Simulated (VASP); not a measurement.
# PbS (Fm-3m) in VASP: single point with PBE

Aim: the single point of PbS with PBE.

All numbers are computed with VASP 6.6.1; they aren't measurements. Logs are shortened: lines on timing, memory, paths and dates and some standing lists are left out, and cuts for length are marked.

## 1. The cell of the first run

It takes space group Fm-3m (No. 225, cubic). The conventional cell has a = 6.009 Å, b = 6.009 Å, c = 6.009 Å, α = 90.00°, β = 90.00°, γ = 90.00°. Within 4.0 Å of Pb (site symmetry m-3m) lie 6 S at 3.00 Å. S (site symmetry m-3m) has 6 Pb at 3.00 Å within 4.0 Å.

## 2. Single point, PBE

The input, INCAR:

```
SYSTEM = PbS
PREC = Accurate
ENCUT = 520
EDIFF = 1E-7
ISMEAR = 0
SIGMA = 0.02
LREAL = .False.
LASPH = .True.
NELM = 80
ALGO = Normal
ISIF = 2
LWAVE = .False.
LCHARG = .False.
GGA = PE
NBANDS = 17
```

The input, KPOINTS:

```
regular mesh
0
Gamma
  10 10 10
  0 0 0
```

The input, POSCAR:

```
PbS
1.0
    0.0000000000      3.0045119785      3.0045119785
    3.0045119785      0.0000000000      3.0045119785
    3.0045119785      3.0045119785      0.0000000000
Pb S
1 1
Direct
    0.0000000000      0.0000000000      0.0000000000
    0.5000000000      0.5000000000      0.5000000000
```

Potentials or basis: VASP PAW PBE potentials, release 64 (Pb_d, S).

Started as:

```
$ cat potpaw_PBE.64/Pb_d/POTCAR potpaw_PBE.64/S/POTCAR > POTCAR
$ mpirun -np 1 vasp_std > vasp.out
```

OUTCAR:

```text
SYSTEM = PbS
   PREC = Accurate
   ENCUT = 520
   EDIFF = 1E-7
   ISMEAR = 0
   LREAL = .False.
   LASPH = .True.
   NELM = 80
   ISIF = 2
   GGA = PE

 ion  position               nearest neighbor table
   1  0.000  0.000  0.000-   2 3.00   2 3.00   2 3.00   2 3.00   2 3.00   2 3.00
   2  0.500  0.500  0.500-   1 3.00   1 3.00   1 3.00   1 3.00   1 3.00   1 3.00

  LATTYP: Found a face centered cubic cell.
 ALAT       =     6.0090239570

  Lattice vectors:

 A1 = (   0.0000000000,   3.0045119785,   3.0045119785)
 A2 = (   3.0045119785,   0.0000000000,   3.0045119785)
 A3 = (   3.0045119785,   3.0045119785,   0.0000000000)

Analysis of symmetry for initial positions (statically):
=====================================================================
 Subroutine PRICEL returns:
 Original cell was already a primitive cell.

 Routine SETGRP: Setting up the symmetry group for a
 face centered cubic supercell.

 Subroutine GETGRP returns: Found 48 space group operations
 (whereof 48 operations were pure point group operations)
 out of a pool of 48 trial point group operations.

The static configuration has the point symmetry O_h .

Analysis of symmetry for dynamics (positions and initial velocities):
=====================================================================
 Subroutine PRICEL returns:
 Original cell was already a primitive cell.

 Routine SETGRP: Setting up the symmetry group for a
 face centered cubic supercell.

 Subroutine GETGRP returns: Found 48 space group operations
 (whereof 48 operations were pure point group operations)
 out of a pool of 48 trial point group operations.

The dynamic configuration has the point symmetry O_h .

 Subroutine INISYM returns: Found 48 space group operations
 (whereof 48 operations are pure point group operations),
 and found     1 'primitive' translations

----------------------------------------------------------------------------------------

                                     Primitive cell

  volume of cell :      54.2440

  direct lattice vectors                    reciprocal lattice vectors
     0.000000000  3.004511979  3.004511979    -0.166416378  0.166416378  0.166416378
     3.004511979  0.000000000  3.004511979     0.166416378 -0.166416378  0.166416378
     3.004511979  3.004511979  0.000000000     0.166416378  0.166416378 -0.166416378

  length of vectors
     4.249021588  4.249021588  4.249021588     0.288241621  0.288241621  0.288241621

  position of ions in fractional coordinates (direct lattice)
     0.000000000  0.000000000  0.000000000
     0.500000000  0.500000000  0.500000000

  ion indices of the primitive-cell ions
   primitive index   ion index
                 1           1
                 2           2

----------------------------------------------------------------------------------------

 KPOINTS: regular mesh

Automatic generation of k-mesh.
 Grid dimensions read from file:
 generate k-points for:   10   10   10

 Generating k-lattice:

  Cartesian coordinates                     Fractional coordinates (reciprocal lattice)
    -0.016641638  0.016641638  0.016641638     0.100000000  0.000000000  0.000000000
     0.016641638 -0.016641638  0.016641638     0.000000000  0.100000000  0.000000000
     0.016641638  0.016641638 -0.016641638     0.000000000  0.000000000  0.100000000

  Length of vectors
     0.028824162  0.028824162  0.028824162

  Shift w.r.t. Gamma in fractional coordinates (k-lattice)
     0.000000000  0.000000000  0.000000000

 Subroutine IBZKPT returns following result:
 ===========================================

 Found     47 irreducible k-points:

 Following reciprocal coordinates:
            Coordinates               Weight
  0.000000  0.000000  0.000000      1.000000
  0.100000  0.000000  0.000000      8.000000
  0.200000  0.000000  0.000000      8.000000
  0.300000  0.000000  0.000000      8.000000
  0.400000  0.000000  0.000000      8.000000
  0.500000  0.000000  0.000000      4.000000
[... 16 lines left out ...]
  0.300000  0.300000  0.000000      6.000000
  0.400000  0.300000  0.000000     24.000000
 [... further k-points ...]
   k-points           NKPTS =     47   k-points in BZ     NKDIM =     47   number of bands    NBANDS=     17
   number of dos      NEDOS =    301   number of ions     NIONS =      2
   total plane-waves  NPLWV =  32768
   dimension x,y,z NGX =    32 NGY =   32 NGZ =   32
   dimension x,y,z NGXF=    64 NGYF=   64 NGZF=   64
   ions per type =               1   1
   NGX,Y,Z   is equivalent  to a cutoff of  12.52, 12.52, 12.52 a.u.
   NGXF,Y,Z  is equivalent  to a cutoff of  25.04, 25.04, 25.04 a.u.
 SYSTEM =  PbS
   PREC   = accura    normal or accurate (medium, high low for compatibility)
   ISTART =      0    job   : 0-new  1-cont  2-samecut
   ICHARG =      2    charge: 1-file 2-atom 10-const
   ISPIN  =      1    spin polarized calculation?
   LNONCOLLINEAR =      F non collinear calculations
   LSORBIT =      F    spin-orbit coupling
   LASPH  =      T    aspherical Exc in radial PAW
   ENCUT  =  520.0 eV  38.22 Ry    6.18 a.u.   7.90  7.90  7.90*2*pi/ulx,y,z
   NELM   =     80;   NELMIN=  2; NELMDL= -5     # of ELM steps
   EDIFF  = 0.1E-06   stopping-criterion for ELM
   LREAL  =      F    real-space projection
   EDIFFG = 0.1E-05   stopping-criterion for IOM
   NSW    =      0    number of steps for IOM
   IBRION =     -1    ionic relax: 0-MD 1-quasi-New 2-CG
   NFREE  =      0    steps in history (QN), initial steepest desc. (CG)
   ISIF   =      2    stress and relaxation
   ISYM   =      2    0-nonsym 1-usesym 2-fastsym
   POTIM  = 0.5000    time-step for ionic-motion
   TEBEG  =    0.0;   TEEND  =   0.0 temperature during run
   PSTRESS=    0.0 pullay stress
   NELECT =      20.0000    total number of electrons
   NUPDOWN=      -1.0000    fix difference up-down
   EMIN   =  10.00;   EMAX   =-10.00  energy-range for DOS
   EFERMI =   0.00;   METHOD = LEGACY
   ISMEAR =     0;   SIGMA  =   0.02  broadening in eV -4-tet -1-fermi 0-gaus
   EFERMI_NEDOS =   21; number of points for ismear=-14 and -15
   IALGO  =     38    algorithm
   IMIX   =      4    mixing-type and parameters
     AMIX     =   0.40;   BMIX     =  1.00
     AMIX_MAG =   1.60;   BMIX_MAG =  1.00
  volume/ion in A,a.u.               =      27.12       183.03
  Fermi-wavevector in a.u.,A,eV,Ry     =   1.173908  2.218365 18.749658  1.378061
  Thomas-Fermi vector in A             =   2.310314
   LORBIT       =      0    0 simple, 1 ext, 2 COOP (PROOUT), +10 PAW based schemes
   GGA     = PE    functional components
   LHFCALC =     F    Hartree Fock is set to
   AEXX    =    0.0000 exact exchange contribution
   IVDW    =     0    specifies the selected vdW correction
   LEPSILON=     F    determine dielectric tensor
   LRPA    =     F    only Hartree local field effects (RPA)
 non-spin polarized calculation
 Gauss-broadening in eV      SIGMA  =   0.02
  energy-cutoff  :      520.00
  volume of cell :       54.24
 maximum number of plane-waves:      1476
   NGX = 15   NGY = 15   NGZ = 15

 number of electron      20.0000003 magnetization

 Free energy of the ion-electron system (eV)
  ---------------------------------------------------
  ext. energy  EPLUGINS =         0.00000000
  ---------------------------------------------------
  free energy    TOTEN  =        -8.76949454 eV

  energy without entropy =       -8.76949454  energy(sigma->0) =       -8.76949454

 E-fermi :   5.4246     XC(G=0):  -9.5002

 val. band max:        5.2806032954   @ k =   0.5000   0.0000   0.0000
 cond. band min:       5.7798298786   @ k =   0.5000   0.0000   0.0000
 fundamental gap:      0.4992265832
 Fermi energy:         5.4245848842

 k-point     1 :       0.0000    0.0000    0.0000
  band No.  band energies     occupation
      1     -11.4471      2.00000
      2     -11.4471      2.00000
      3     -11.4471      2.00000
      4     -11.4298      2.00000
      5     -11.4298      2.00000
      6      -7.9338      2.00000
[... 9 lines left out ...]
     16      12.1473      0.00000
     17      14.0869      0.00000

 k-point     2 :       0.1000    0.0000    0.0000
  band No.  band energies     occupation
      1     -11.4467      2.00000
      2     -11.4450      2.00000
      3     -11.4450      2.00000
      4     -11.4306      2.00000
      5     -11.4306      2.00000
      6      -7.8533      2.00000
[... 9 lines left out ...]
     16      12.3858      0.00000
     17      14.8627      0.00000

 k-point     3 :       0.2000    0.0000    0.0000
  band No.  band energies     occupation
      1     -11.4456      2.00000
      2     -11.4449      2.00000
      3     -11.4449      2.00000
      4     -11.4273      2.00000
      5     -11.4273      2.00000
      6      -7.6234      2.00000
[... 9 lines left out ...]
     16      12.9508      0.00000
     17      16.2872      0.00000

 k-point     4 :       0.3000    0.0000    0.0000
  band No.  band energies     occupation
      1     -11.4509      2.00000
      2     -11.4509      2.00000
      3     -11.4445      2.00000
      4     -11.4171      2.00000
      5     -11.4170      2.00000
      6      -7.2862      2.00000
[... 9 lines left out ...]
     16      13.7854      0.00000
     17      17.4671      0.00000
[... 343 lines left out ...]
      1     -11.4557      2.00000
      2     -11.4442      2.00000
      3     -11.4412      2.00000
      4     -11.4279      2.00000
      5     -11.4161      2.00000
      6      -7.1668      2.00000
[... 9 lines left out ...]
     16      15.1470      0.00000
     17      15.5720      0.00000

 k-point    23 :       0.3000    0.3000    0.0000
  band No.  band energies     occupation
      1     -11.4983      2.00000
      2     -11.4612      2.00000
      3     -11.4153      2.00000
      4     -11.4135      2.00000
      5     -11.4135      2.00000
      6      -7.0524      2.00000
[... 9 lines left out ...]
     16      15.7452      0.00000
     17      16.1616      0.00000

 k-point    24 :       0.4000    0.3000    0.0000
  band No.  band energies     occupation
      1     -11.5149      2.00000
      2     -11.4611      2.00000
      3     -11.4183      2.00000
      4     -11.4079      2.00000
      5     -11.4032      2.00000
      6      -6.7896      2.00000
[... 9 lines left out ...]
     16      16.2423      0.00000
     17      16.9289      0.00000

 [... further k-points ...]

------------------------ aborting loop because EDIFF is reached ----------------------------------------

  FORCE on cell =-STRESS in cart. coord.  units (eV):
  Direction    XX          YY          ZZ          XY          YZ          ZX
  --------------------------------------------------------------------------------------
  -------------------------------------------------------------------------------------
  Total       -0.0241532     -0.0241532     -0.0241532     -0.0000000      0.0000000      0.0000000
  in kB       -0.7133995     -0.7133995     -0.7133995     -0.0000000      0.0000000      0.0000000
  external PRESSURE =      -0.7133995 kB  Pullay stress =       0.0000000 kB

 VOLUME and BASIS-vectors are now :
 -----------------------------------------------------------------------------
  energy-cutoff  :      520.00
  volume of cell :       54.24
      direct lattice vectors                 reciprocal lattice vectors
     0.000000000  3.004511979  3.004511979    -0.166416378  0.166416378  0.166416378
     3.004511979  0.000000000  3.004511979     0.166416378 -0.166416378  0.166416378
     3.004511979  3.004511979  0.000000000     0.166416378  0.166416378 -0.166416378

 POSITION                                       TOTAL-FORCE (eV/Angst)
 -----------------------------------------------------------------------------------
      0.00000      0.00000      0.00000         0.000000      0.000000     -0.000000
      3.00451      3.00451      3.00451         0.000000     -0.000000      0.000000
 -----------------------------------------------------------------------------------
    total drift:                                0.000000     -0.000000     -0.000000

  FREE ENERGIE OF THE ION-ELECTRON SYSTEM (eV)
  ---------------------------------------------------
  free  energy   TOTEN  =        -8.7694945398 eV

  energy  without entropy=       -8.7694945398  energy(sigma->0) =       -8.76949454
```

Run time: 16 s. Hardware: 1 thread of Intel Xeon 6975P-C, shared host; peak memory 0.2 GiB.

Results:

| Quantity | Value |
| --- | --- |
| Free energy | -8.7695 eV |
| Pressure | -0.1 GPa |
| Band gap on the k mesh | 0.50 eV, direct |

Caveat: spin-orbit coupling is left out, which moves the levels of the heavy elements. A k mesh can miss the band edges.
